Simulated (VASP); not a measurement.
Set up this calculation in VASP 6.6.1, as the native input.

```
Task                   : single point
Functional             : PBE
Potentials or basis    : VASP PAW PBE potentials, release 64 (C)
Cutoff                 : 520 eV
k mesh                 : 12 × 12 × 12
Occupations            : gaussian, width 0.1 eV
Spin                   : no spin polarisation
Dipole correction      : no
Further INCAR settings : ALGO = Normal; EDIFF = 1e-06; NBANDS = 26
```

The structure of C lies in POSCAR:

```
C
1.0
   -3.1615108999      3.1615108999      1.6670641747
    3.1615108999     -3.1615108999      1.6670641747
    3.1615108999      3.1615108999     -1.6670641747
C
8
Direct
    0.7975716935      0.7975716935      0.0000000000
    0.5475716935      0.0475716935      0.5000000000
    0.6228357629      0.6228357629      0.2456715259
    0.3771642371      0.3771642371      0.7543284741
    0.3728357629      0.6271642371      0.5000000000
    0.1271642371      0.8728357629      0.5000000000
    0.2024283065      0.2024283065      0.0000000000
    0.9524283065      0.4524283065      0.5000000000
```

The input as run:

INCAR

```
PREC = Accurate
ENCUT = 520
EDIFF = 1E-6
ISMEAR = 0
SIGMA = 0.1
LREAL = False
LASPH = True
NELM = 100
ALGO = Normal
ISIF = 2
LWAVE = False
LCHARG = True
GGA = PE
LELF = True
LVHAR = True
NBANDS = 26
```

KPOINTS

```
Automatic mesh
0
Gamma
  12 12 12
```

Potentials or basis: VASP PAW PBE potentials, release 64 (C).

Run with:

```console
$ cat potpaw_PBE.64/C/POTCAR > POTCAR
$ mpirun -np 1 vasp_std > vasp.out
```

Results of the run:

```json
{"Pressure": "0.4 GPa", "Largest force": "0.068 eV/Å", "Band gap on the k mesh": "zero (band 16 reaches 7.73 eV, above the bottom of band 17 at 4.03 eV)"}
```

Wall time 4 min on 1 thread of Intel(R) Xeon(R) Platinum 8259CL CPU @ 2.50GHz (Skylake/Cascade Lake), with other jobs on the host, peak memory 0.32 GiB.
